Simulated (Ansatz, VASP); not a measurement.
## BN: VASP beside Ansatz

```xyz
2
Lattice="0.0000 1.8048 1.8740 1.8048 0.0000 1.8740 1.8048 1.8048 0.0000" Properties=species:S:1:pos:R:3 pbc="T T T"
B     0.0000    0.0000    0.0000
N     0.9024    0.9024    0.9370
```

Change from the starting cell: uniaxial_z strain +3.8%.

Alike in both runs: task single point; functional r2SCAN; k mesh 12 × 12 × 12; no spin polarisation.

|  | VASP | Ansatz |
| --- | --- | --- |
| version | VASP 6.6.1 | Ansatz 0.2.0 |
| potentials or method | VASP PAW PBE potentials, release 64 (B, N) | plane waves, PAW |
| plane-wave cutoff (eV) | 520 | 500 |
| occupations | gaussian, width 0.01 eV | fixed |
| valence electrons in the cell | 8 | 8 |

VASP gave:

| Item | Value |
| --- | --- |
| gap on the k mesh at the Fermi level (eV) | 4.60 |
| pressure (GPa) | -12.8 |
| traceless stress, the component that is largest in VASP (GPa) | -16.43 |

Task: Estimate Ansatz's values.

Result: gap on the k mesh at the Fermi level (eV): 4.62; pressure (GPa): -13.7; traceless stress, the component that is largest in VASP (GPa): -16.47.

VASP's potentials were made for PBE, not for r2SCAN.
